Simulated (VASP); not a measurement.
Here is a VASP 6.6.1 calculation.

POSCAR

```
AlN
1.0
    3.1066937604      0.0000000000      0.0000000000
   -1.5533468802      2.6904757183      0.0000000000
    0.0000000000      0.0000000000      4.9785915490
Al N
2 2
Direct
    0.3333333333      0.6666666667     -0.0032954727
    0.6666666667      0.3333333333      0.4967045273
    0.3333333333      0.6666666667      0.3782954727
    0.6666666667      0.3333333333      0.8782954727
```

File INCAR.step1:

```
PREC = Accurate ; ENCUT = 500
EDIFF = 1E-8 ; ISMEAR = 0
SIGMA = 0.01 ; LREAL = F
LASPH = T ; NELM = 80
ALGO = Normal ; LWAVE = T
LCHARG = F ; GGA = PE
```

File INCAR.step2:

```
PREC = Accurate ; ENCUT = 500
EDIFF = 1E-8 ; ISMEAR = 0
SIGMA = 0.01 ; LREAL = F
LASPH = T ; NELM = 1
ALGO = Exact ; LWAVE = T
LCHARG = F ; GGA = PE
NBANDS = 132 ; LOPTICS = T
ISTART = 1
```

The input INCAR.step3:

```
PREC = Accurate ; ENCUT = 500
EDIFF = 1E-8 ; ISMEAR = 0
SIGMA = 0.01 ; LREAL = F
LASPH = T ; ALGO = EVGW0
LWAVE = F ; LCHARG = F
GGA = PE ; NELMGW = 1
NBANDS = 132 ; ENCUTGW = 120.0
NOMEGA = 96 ; PRECFOCK = Fast
ISTART = 1 ; NBANDSGW = 16
OMEGAMAX = 20
```

Contents of KPOINTS:

```
regular mesh
0
Gamma
  6 6 4
```

Potentials or basis: VASP PAW PBE potentials, release 64 (Al_GW, N_GW).

The run is started by

```sh
$ cat potpaw_PBE.64/Al_GW/POTCAR potpaw_PBE.64/N_GW/POTCAR > POTCAR
$ cp INCAR.step1 INCAR
$ mpirun -np 1 vasp_std > vasp.out
$ cp INCAR.step2 INCAR
$ mpirun -np 1 vasp_std > vasp.out
$ cp INCAR.step3 INCAR
$ mpirun -np 1 vasp_std > vasp.out
```

Q: What does it give for the quasiparticle gap?

A: 5.77 eV.

Q: Estimate the least direct quasiparticle gap.

A: 5.77 eV.

Q: What does it give for the least direct gap of the starting levels on the mesh?

A: 4.24 eV.

Caveat: the k points lie up to 0.39 Å⁻¹ apart; bands, screening cutoff and mesh are small and nothing is extrapolated, so the quasiparticle values aren't converged.
